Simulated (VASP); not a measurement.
Here is a VASP 6.6.1 calculation.

File INCAR:

```
SYSTEM = AsIr
ALGO = Normal
EDIFF = 1E-6
ENCUT = 520
GGA = PS
ISIF = 2
ISMEAR = 0
LASPH = .TRUE.
LCHARG = .FALSE.
LREAL = .FALSE.
LWAVE = .FALSE.
NBANDS = 22
NELM = 100
PREC = Accurate
SIGMA = 0.05
```

Contents of KPOINTS:

```
k-points
0
G
  8 8 8
  0 0 0
```

The input POSCAR:

```
AsIr
1.0
    2.9162033005      0.0000000000      0.0000000000
    0.0000000000      2.9162033005      0.0000000000
    0.0000000000      0.0000000000      7.7543056971
Ir As
2 2
Direct
    0.0000000000      0.5000000000      0.0000000000
    0.5000000000      0.0000000000      0.5000000000
    0.0000000000      0.0000000000      0.2500000000
    0.0000000000      0.0000000000      0.7500000000
```

Potentials or basis: VASP PAW PBE potentials, release 64 (Ir, As).

Run with:

```sh
$ cat potpaw_PBE.64/Ir/POTCAR potpaw_PBE.64/As/POTCAR > POTCAR
$ mpirun -np 1 vasp_std > vasp.out
```

Q: What does it give for the pressure?

A: 0.9 GPa.

Q: Predict the band gap on the k mesh.

A: Zero (band 14 reaches 8.64 eV, above the bottom of band 15 at 7.23 eV).

Stress tensor (GPa, compression positive):
```
0.73 0.00 0.00
0.00 0.73 0.00
0.00 0.00 1.25
```

Caveat: the PAW data sets were made with another functional, which shifts forces and pressure a little; spin-orbit coupling is left out, which moves the levels of the heavy elements.
